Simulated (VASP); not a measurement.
# H2Os (P4/mmm) in VASP: a series of runs, part 2 of 2

VASP 6.6.1. Earlier steps stand in the parts before.

### Step 3. Single point, PBE

This run uses another cell than the first one, of 10.11 Å³/atom.

INCAR reads:

```
  PREC = Accurate
  ENCUT = 520
  EDIFF = 1E-6
  ISMEAR = 0
  SIGMA = 0.1
  LREAL = False
  LASPH = True
  NELM = 80
  ALGO = Normal
  ISIF = 2
  LWAVE = False
  LCHARG = True
  GGA = PE
  LELF = True
  LVHAR = True
  NBANDS = 12
```

KPOINTS reads:

```
regular mesh
0
Gamma
  8 8 4
```

POSCAR reads:

```
H2Os
1.0
    2.5699193385      0.0000000000      0.0000000000
    0.0000000000      2.5699193385      0.0000000000
    0.0000000000      0.0000000000      4.5936249678
H Os
2 1
Direct
    0.5000000000      0.5000000000      0.2037238514
    0.5000000000      0.5000000000      0.7962761486
    0.0000000000      0.0000000000      0.0000000000
```

Potentials or basis: VASP PAW PBE potentials, release 64 (H, Os).

Command:

```sh
$ cat potpaw_PBE.64/H/POTCAR potpaw_PBE.64/Os/POTCAR > POTCAR
$ mpirun -np 1 vasp_std > vasp.out
```

OUTCAR:

```text
PREC = Accurate
   ENCUT = 520
   EDIFF = 1E-6
   ISMEAR = 0
   LREAL = False
   LASPH = True
   NELM = 80
   ISIF = 2
   GGA = PE

 ion  position               nearest neighbor table
   1  0.500  0.500  0.204-   3 2.04   3 2.04   3 2.04   3 2.04
   2  0.500  0.500  0.796-   3 2.04   3 2.04   3 2.04   3 2.04
   3  0.000  0.000  0.000-   1 2.04   2 2.04   1 2.04   2 2.04   1 2.04   2 2.04   1 2.04   2 2.04

  LATTYP: Found a simple tetragonal cell.
 ALAT       =     2.5699193385
 C/A-ratio  =     1.7874588120

  Lattice vectors:

 A1 = (   2.5699193385,   0.0000000000,   0.0000000000)
 A2 = (   0.0000000000,   2.5699193385,   0.0000000000)
 A3 = (   0.0000000000,   0.0000000000,   4.5936249678)

Analysis of symmetry for initial positions (statically):
=====================================================================
 Subroutine PRICEL returns:
 Original cell was already a primitive cell.

 Routine SETGRP: Setting up the symmetry group for a
 simple tetragonal supercell.

 Subroutine GETGRP returns: Found 16 space group operations
 (whereof 16 operations were pure point group operations)
 out of a pool of 16 trial point group operations.

The static configuration has the point symmetry D_4h.

Analysis of symmetry for dynamics (positions and initial velocities):
=====================================================================
 Subroutine PRICEL returns:
 Original cell was already a primitive cell.

 Routine SETGRP: Setting up the symmetry group for a
 simple tetragonal supercell.

 Subroutine GETGRP returns: Found 16 space group operations
 (whereof 16 operations were pure point group operations)
 out of a pool of 16 trial point group operations.

The dynamic configuration has the point symmetry D_4h.

 Subroutine INISYM returns: Found 16 space group operations
 (whereof 16 operations are pure point group operations),
 and found     1 'primitive' translations

----------------------------------------------------------------------------------------

                                     Primitive cell

[... 119 lines left out ...]
   AEXX    =    0.0000 exact exchange contribution
   IVDW    =     0    specifies the selected vdW correction
   LEPSILON=     F    determine dielectric tensor
   LRPA    =     F    only Hartree local field effects (RPA)
 non-spin polarized calculation
 Gauss-broadening in eV      SIGMA  =   0.10
  energy-cutoff  :      520.00
  volume of cell :       30.34
 maximum number of plane-waves:       832
 NGX is ok and might be reduce to    20
   NGX =  9   NGY =  9   NGZ = 17

 number of electron      10.0000000 magnetization

 number of electron       9.9999999 magnetization

 Free energy of the ion-electron system (eV)
  ---------------------------------------------------
  ext. energy  EPLUGINS =         0.00000000
  ---------------------------------------------------
  free energy    TOTEN  =       -15.09608259 eV

  energy without entropy =      -15.08781423  energy(sigma->0) =      -15.09194841

 E-fermi :   3.1308     XC(G=0): -10.2689

 val. band max:        3.1090384780   @ k =   0.5000   0.1250   0.5000
 cond. band min:       3.1527029797   @ k =   0.3750   0.3750   0.5000
 fundamental gap:      0.0436645017
 Fermi energy:         3.1307717973

 k-point     1 :       0.0000    0.0000    0.0000
  band No.  band energies     occupation
      1      -8.3138      2.00000
      2      -2.6389      2.00000
      3      -0.9126      2.00000
      4      -0.6036      2.00000
      5       3.6817      0.00000
      6       3.6817      0.00000
      7       5.1664      0.00000
      8      10.0903      0.00000
      9      14.9067      0.00000
     10      18.0036      0.00000
     11      18.2708      0.00000
     12      18.2708      0.00000
[... 331 lines left out ...]
 k-point    24 :       0.5000    0.1250    0.2500
  band No.  band energies     occupation
      1      -3.6737      2.00000
      2      -3.3410      2.00000
      3      -1.6575      2.00000
      4       2.2088      2.00000
      5       2.5482      2.00000
      6       3.2168      0.22375
      7       7.7522      0.00000
      8       8.8624      0.00000
      9      10.2702      0.00000
     10      12.7609      0.00000
     11      17.3165      0.00000
     12      18.5781      0.00000

 [... further k-points ...]
[... 5 lines left out ...]
  --------------------------------------------------------------------------------------
  -------------------------------------------------------------------------------------
  Total        0.0981395      0.0981395      0.0595905      0.0000000     -0.0000000     -0.0000000
  in kB        5.1827449      5.1827449      3.1469725      0.0000000     -0.0000000     -0.0000000
  external PRESSURE =       4.5041541 kB  Pullay stress =       0.0000000 kB

 VOLUME and BASIS-vectors are now :
 -----------------------------------------------------------------------------
  energy-cutoff  :      520.00
  volume of cell :       30.34
      direct lattice vectors                 reciprocal lattice vectors
     2.569919339  0.000000000  0.000000000     0.389117271  0.000000000  0.000000000
     0.000000000  2.569919339  0.000000000     0.000000000  0.389117271  0.000000000
     0.000000000  0.000000000  4.593624968     0.000000000  0.000000000  0.217693000

 POSITION                                       TOTAL-FORCE (eV/Angst)
 -----------------------------------------------------------------------------------
      1.28496      1.28496      0.93583        -0.000000     -0.000000      0.023030
      1.28496      1.28496      3.65779         0.000000      0.000000     -0.023030
      0.00000      0.00000      0.00000        -0.000000     -0.000000      0.000000
 -----------------------------------------------------------------------------------
    total drift:                                0.000000      0.000000     -0.000000

  FREE ENERGIE OF THE ION-ELECTRON SYSTEM (eV)
  ---------------------------------------------------
  free  energy   TOTEN  =       -15.0960825851 eV

  energy  without entropy=      -15.0878142272  energy(sigma->0) =      -15.09194841
```

OSZICAR:

```text
N       E                     dE             d eps       ncg     rms          rms(c)
DAV:   1     0.382622438515E+02    0.38262E+02   -0.45645E+03  1112   0.724E+02
DAV:   2    -0.134240724146E+02   -0.51686E+02   -0.46924E+02  1128   0.194E+02
DAV:   3    -0.157726643909E+02   -0.23486E+01   -0.23022E+01  1348   0.355E+01
DAV:   4    -0.157846477999E+02   -0.11983E-01   -0.11962E-01  1200   0.279E+00
DAV:   5    -0.157846959787E+02   -0.48179E-04   -0.48177E-04  1320   0.173E-01    0.175E+01
DAV:   6    -0.151531093541E+02    0.63159E+00   -0.26080E+00  1388   0.905E+00    0.758E+00
DAV:   7    -0.151051859953E+02    0.47923E-01   -0.77524E-02  1116   0.192E+00    0.320E+00
DAV:   8    -0.150957855482E+02    0.94004E-02   -0.10016E-02  1232   0.750E-01    0.104E-01
DAV:   9    -0.150959705875E+02   -0.18504E-03   -0.39474E-04  1164   0.146E-01    0.479E-02
DAV:  10    -0.150960736933E+02   -0.10311E-03   -0.79943E-05  1192   0.569E-02    0.165E-02
DAV:  11    -0.150960817292E+02   -0.80358E-05   -0.73948E-06  1240   0.195E-02    0.881E-03
DAV:  12    -0.150960825851E+02   -0.85598E-06   -0.17653E-06  1188   0.870E-03
   1 F= -.15096083E+02 E0= -.15091948E+02  d E =-.826836E-02
```

stdout:

```text
POSCAR found type information on POSCAR H Os
 POSCAR found :  2 types and       3 ions
 scaLAPACK will be used
 LDA part: xc-table for (Slater+PW92), standard interpolation
 POSCAR, INCAR and KPOINTS ok, starting setup
 FFT: planning ... GRIDC
 FFT: planning ... GRID_SOFT
 FFT: planning ... GRID
 WAVECAR not read
 entering main loop
```

Run time: 6.6 s. Hardware: 1 thread of Intel Xeon 6975P-C (Granite Rapids), shared host; peak memory 0.14 GiB.

What came out:

- Free energy: -15.0961 eV
- Pressure: 0.5 GPa
- Largest force: 0.023 eV/Å
- Band gap on the k mesh: zero (bands 5 and 6 overlap by 2.43 eV)

Forces on the atoms (eV/Å):
```
H    0.000  0.000  0.023
H    0.000  0.000 -0.023
Os   0.000  0.000  0.000
```

Caveat: spin-orbit coupling is left out, which moves the levels of the heavy elements.
